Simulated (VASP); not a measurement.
# GaS2 (P6/mmm) in VASP: a series of runs, part 2 of 2

VASP 6.6.1.

### Step 3. Single point, PBE

This run uses another cell than the first one, of 19.49 Å³/atom, 0.990 times its volume.

File INCAR:

```
SYSTEM = GaS2
ALGO     = Normal         ! electronic algorithm
EDIFF    = 1E-6           ! SCF threshold, eV
ENCUT    = 520            ! plane-wave cutoff, eV
GGA      = PE             ! functional
ISIF     = 2              ! what is computed and relaxed
ISMEAR   = 0              ! smearing method
LASPH    = .True.         ! aspherical terms in the spheres
LCHARG   = .True.         ! write CHGCAR
LELF     = .True.         ! ELF
LREAL    = .False.        ! projectors in reciprocal space
LVHAR    = .True.       
LWAVE    = .False.        ! write WAVECAR
NBANDS   = 20             ! bands
NELM     = 100            ! most SCF steps
PREC     = Accurate       ! precision mode
SIGMA    = 0.1            ! smearing width, eV
```

File KPOINTS:

```
k-points
0
Gamma
  12 12 12
  0 0 0
```

File POSCAR:

```
GaS2
1.0
    4.3304367195      0.0000000000      0.0000000000
   -2.1652183597      3.7502682085      0.0000000000
    0.0000000000      0.0000000000      3.5997963396
Ga S
1 2
Direct
    0.0000000000      0.0000000000      0.0000000000
    0.3333333333      0.6666666667      0.5000000000
    0.6666666667      0.3333333333      0.5000000000
```

Potentials or basis: VASP PAW PBE potentials, release 64 (Ga_d, S).

Command:

```
$ cat potpaw_PBE.64/Ga_d/POTCAR potpaw_PBE.64/S/POTCAR > POTCAR
$ mpirun -np 1 vasp_std > vasp.out
```

OUTCAR:

```text
SYSTEM = GaS2
   EDIFF = 1E-6
   ENCUT = 520
   GGA = PE
   ISIF = 2
   ISMEAR = 0
   LASPH = .True.
   LREAL = .False.
   NELM = 100
   PREC = Accurate

 ion  position               nearest neighbor table
   1  0.000  0.000  0.000-
   2  0.333  0.667  0.500-   3 2.50   3 2.50   3 2.50
   3  0.667  0.333  0.500-   2 2.50   2 2.50   2 2.50

  LATTYP: Found a hexagonal cell.
 ALAT       =     4.3304367195
 C/A-ratio  =     0.8312778994

  Lattice vectors:

 A1 = (   4.3304367195,   0.0000000000,   0.0000000000)
 A2 = (  -2.1652183597,   3.7502682085,   0.0000000000)
 A3 = (   0.0000000000,   0.0000000000,   3.5997963396)

Analysis of symmetry for initial positions (statically):
=====================================================================
 Subroutine PRICEL returns:
 Original cell was already a primitive cell.

 Routine SETGRP: Setting up the symmetry group for a
 hexagonal supercell.

 Subroutine GETGRP returns: Found 24 space group operations
 (whereof 24 operations were pure point group operations)
 out of a pool of 24 trial point group operations.

The static configuration has the point symmetry D_6h.

Analysis of symmetry for dynamics (positions and initial velocities):
=====================================================================
 Subroutine PRICEL returns:
 Original cell was already a primitive cell.

 Routine SETGRP: Setting up the symmetry group for a
 hexagonal supercell.

 Subroutine GETGRP returns: Found 24 space group operations
 (whereof 24 operations were pure point group operations)
 out of a pool of 24 trial point group operations.

The dynamic configuration has the point symmetry D_6h.

[... 111 lines left out ...]
   NELECT =      25.0000    total number of electrons
   NUPDOWN=      -1.0000    fix difference up-down
   EMIN   =  10.00;   EMAX   =-10.00  energy-range for DOS
   EFERMI =   0.00;   METHOD = LEGACY
   ISMEAR =     0;   SIGMA  =   0.10  broadening in eV -4-tet -1-fermi 0-gaus
   EFERMI_NEDOS =   21; number of points for ismear=-14 and -15
   IALGO  =     38    algorithm
   IMIX   =      4    mixing-type and parameters
     AMIX     =   0.40;   BMIX     =  1.00
     AMIX_MAG =   1.60;   BMIX_MAG =  1.00
  volume/ion in A,a.u.               =      19.49       131.51
  Fermi-wavevector in a.u.,A,eV,Ry     =   1.233382  2.330754 20.697598  1.521231
  Thomas-Fermi vector in A             =   2.368114
   LORBIT       =      0    0 simple, 1 ext, 2 COOP (PROOUT), +10 PAW based schemes
   GGA     = PE    functional components
   LHFCALC =     F    Hartree Fock is set to
   AEXX    =    0.0000 exact exchange contribution
   IVDW    =     0    specifies the selected vdW correction
   LEPSILON=     F    determine dielectric tensor
   LRPA    =     F    only Hartree local field effects (RPA)
 non-spin polarized calculation
 Gauss-broadening in eV      SIGMA  =   0.10
  energy-cutoff  :      520.00
  volume of cell :       58.46
 maximum number of plane-waves:      1587
   NGX = 17   NGY = 17   NGZ = 13

 number of electron      24.9999990 magnetization

 Free energy of the ion-electron system (eV)
  ---------------------------------------------------
  ext. energy  EPLUGINS =         0.00000000
  ---------------------------------------------------
  free energy    TOTEN  =        -9.87352357 eV

  energy without entropy =       -9.86453305  energy(sigma->0) =       -9.86902831

 E-fermi :   5.1545     XC(G=0): -10.2595

 val. band max:        5.1333534207   @ k =   0.3333   0.1667   0.2500
 cond. band min:       5.1587003219   @ k =   0.0833   0.0833   0.4167
 fundamental gap:      0.0253469012
 Fermi energy:         5.1545034560

 k-point     1 :       0.0000    0.0000    0.0000
  band No.  band energies     occupation
      1     -10.1976      2.00000
      2      -9.3381      2.00000
      3      -9.3229      2.00000
      4      -9.3229      2.00000
      5      -9.3056      2.00000
      6      -9.3056      2.00000
[... 541 lines left out ...]
     19      13.9427      0.00000
     20      13.9518      0.00000

 [... further k-points ...]

------------------------ aborting loop because EDIFF is reached ----------------------------------------

  FORCE on cell =-STRESS in cart. coord.  units (eV):
  Direction    XX          YY          ZZ          XY          YZ          ZX
  --------------------------------------------------------------------------------------
  -------------------------------------------------------------------------------------
  Total       -0.0161617     -0.0161617     -0.0020113     -0.0000000     -0.0000000     -0.0000000
  in kB       -0.4429203     -0.4429203     -0.0551217     -0.0000000     -0.0000000     -0.0000000
  external PRESSURE =      -0.3136541 kB  Pullay stress =       0.0000000 kB

 VOLUME and BASIS-vectors are now :
 -----------------------------------------------------------------------------
  energy-cutoff  :      520.00
  volume of cell :       58.46
      direct lattice vectors                 reciprocal lattice vectors
     4.330436719  0.000000000  0.000000000     0.230923591  0.133323798  0.000000000
    -2.165218360  3.750268209  0.000000000     0.000000000  0.266647595  0.000000000
     0.000000000  0.000000000  3.599796340     0.000000000  0.000000000  0.277793493

 POSITION                                       TOTAL-FORCE (eV/Angst)
 -----------------------------------------------------------------------------------
      0.00000      0.00000      0.00000        -0.000000      0.000000     -0.000000
     -0.00000      2.50018      1.79990        -0.000000      0.000000      0.000000
      2.16522      1.25009      1.79990         0.000000     -0.000000     -0.000000
 -----------------------------------------------------------------------------------
    total drift:                                0.000000     -0.000000      0.000000

  FREE ENERGIE OF THE ION-ELECTRON SYSTEM (eV)
  ---------------------------------------------------
  free  energy   TOTEN  =        -9.8735235672 eV

  energy  without entropy=       -9.8645330463  energy(sigma->0) =       -9.86902831
```

Wall time 37 s (1 thread of Intel Xeon 6975P-C (Granite Rapids), shared host); peak memory 0.27 GiB.

Results:

| Property | Result |
| --- | --- |
| Free energy | -9.8735 eV |
| Pressure | 0.0 GPa |

### Step 4. Relaxation of cell and atoms, PBE

File INCAR:

```
PREC     = Accurate       # precision mode
ENCUT    = 600            # plane-wave cutoff, eV
EDIFF    = 1E-7           # SCF threshold, eV
ISMEAR   = 0              # smearing method
SIGMA    = 0.1            # smearing width, eV
LREAL    = F              # projectors in reciprocal space
LASPH    = T              # aspherical terms in the spheres
NELM     = 100            # most SCF steps
ALGO     = Normal         # electronic algorithm
ISIF     = 3              # what is computed and relaxed
LWAVE    = F              # write WAVECAR
LCHARG   = F              # write CHGCAR
GGA      = PE             # functional
IBRION   = 2              # ionic algorithm
NSW      = 100            # ionic steps
EDIFFG   = -0.01          # ionic threshold
```

File KPOINTS:

```
Automatic mesh
0
Gamma
  12 12 12
```

File POSCAR:

```
GaS2
1.0
    4.3315836350      0.0000000000      0.0000000000
   -2.1657918175      3.7512614665      0.0000000000
    0.0000000000      0.0000000000      3.6341749053
Ga S
1 2
Direct
    0.0000000000      0.0000000000      0.0000000000
    0.3333333333      0.6666666667      0.5000000000
    0.6666666667      0.3333333333      0.5000000000
```

Command:

```
$ cat potpaw_PBE.64/Ga_d/POTCAR potpaw_PBE.64/S/POTCAR > POTCAR
$ mpirun -np 1 vasp_std > vasp.out
```

Wall time 2.6 min (1 thread of Intel Xeon 6975P-C (Granite Rapids), shared host); peak memory 0.3 GiB.

The run converged. Its results:

```yaml
Free_energy: -9.8738 eV
Relaxed_volume: 19.50 Å³/atom
Relaxed_cell: a = 4.329 Å, b = 4.329 Å, c = 3.605 Å, α = 90.00°, β = 90.00°, γ = 120.00°
Space_group_after_relaxing_to_0.05_Å: P6/mmm (No. 191)
Energy_gained_by_relaxing: 0.2 meV/atom
Ionic_steps: 6
Pressure_after_relaxing: 0.0 GPa
```

Step by step:
```
step  energy change (eV)  largest force (eV/Å)  pressure (GPa)  volume (Å³)
   1              0.0000                0.0000           -0.24        59.05
   2             -0.0003                0.0000           -0.05        58.80
   3             -0.0003                0.0000            0.01        58.69
   4             -0.0003                0.0000            0.05        58.64
   5             -0.0005                0.0000            0.03        58.57
   6             -0.0006                0.0000            0.01        58.49
```

Final structure:
```
CELL_PARAMETERS angstrom
4.32850 0.00000 0.00000
-2.16425 3.74859 0.00000
0.00000 0.00000 3.60465
ATOMIC_POSITIONS crystal
Ga 0.00000 0.00000 0.00000
S 0.33333 0.66667 0.50000
S 0.66667 0.33333 0.50000
```

Levels at points of the mesh, in eV from the Fermi level:
```tsv
k point	band 9	band 10	band 11	band 12	band 13	band 14	band 15	band 16
(0.00, 0.00, 0.00)	-4.93	-3.77	-3.12	-1.68	-1.68	0.84	4.54	6.89
(0.50, 0.00, 0.00)	-6.02	-1.82	-0.83	-0.34	0.66	1.95	2.80	4.46
(0.00, 0.00, 0.50)	-4.64	-4.64	-0.78	-0.53	-0.53	0.44	1.76	3.67
(0.50, 0.00, 0.50)	-4.82	-4.81	-4.20	-1.38	1.06	1.98	2.18	3.28
```

### Step 5. Summary

| task | cell | k mesh | cutoff (eV) | gap on the mesh (eV) | pressure (GPa) |
| --- | --- | --- | --- | --- | --- |
| relaxation of cell and atoms | relaxed from a = 4.332, b = 4.332, c = 3.634 Å, angles 90.0, 90.0, 120.0°, 3 atoms | 6 × 6 × 6 | 600 | none | -0.3 |
| single point | a = 4.330, b = 4.330, c = 3.600 Å, angles 90.0, 90.0, 120.0°, 3 atoms | 12 × 12 × 12 | 520 | none | 0.0 |
| relaxation of cell and atoms | relaxed from a = 4.332, b = 4.332, c = 3.634 Å, angles 90.0, 90.0, 120.0°, 3 atoms | 12 × 12 × 12 | 600 | none | 0.0 |

Alike in all rows: level PBE; potentials or basis VASP PAW PBE potentials, release 64 (Ga_d, S); no spin polarisation; smearing gaussian 0.1 eV.

Caveats: the relaxation stopped at its first step, so nothing moved (some runs).

Absolute energies hang on the potentials; compare differences alone.
